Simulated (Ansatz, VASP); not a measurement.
## MgZn3O3 in VASP and in Ansatz

```
CELL_PARAMETERS angstrom
3.04038 0.00000 0.00000
0.00000 4.12593 0.00000
0.00000 0.00000 6.69414
ATOMIC_POSITIONS crystal
Mg 0.50000 0.00000 0.00000
Zn 0.50000 0.50000 0.29355
Zn 0.50000 0.50000 0.70645
Zn 0.00000 0.00000 0.50000
O 0.50000 0.00000 0.28759
O 0.00000 0.50000 0.00000
O 0.50000 0.00000 0.71241
```

Alike in both runs: task single point; functional PBE; k mesh 6 × 4 × 4; occupations gaussian, width 0.1 eV; collinear spin.

|  | VASP | Ansatz |
| --- | --- | --- |
| version | VASP 6.6.1 | Ansatz 0.2.0 |
| potentials or method | VASP PAW PBE potentials, release 64 (Mg, Zn, O), cutoff 520 eV | scalar-relativistic, plane waves, PAW |
| valence electrons in the cell | 56 | 64 |

Ansatz gave:

```
gap on the k mesh at the Fermi level (eV) : none
pressure (GPa)                            : -0.1
rms of the force components (eV/Å)        : 0.006
net moment per atom (μB)                  : 0.00
```

Problem. Which values does VASP return?

Solution. gap on the k mesh at the Fermi level (eV): none; pressure (GPa): 0.2; rms of the force components (eV/Å): 0.020; net moment per atom (μB): 0.00.

Atom by atom the forces differ by 0.020 eV/Å (rms over components). A gap of «none» marks a metal or a gap that the smearing closes. VASP's potentials hold 56 valence electrons a cell and Ansatz's 64, so a difference there can come from the potentials and not from the codes. Ansatz's warnings: seeded moment not kept.

The k mesh is coarse, so the values compare programs but aren't converged.
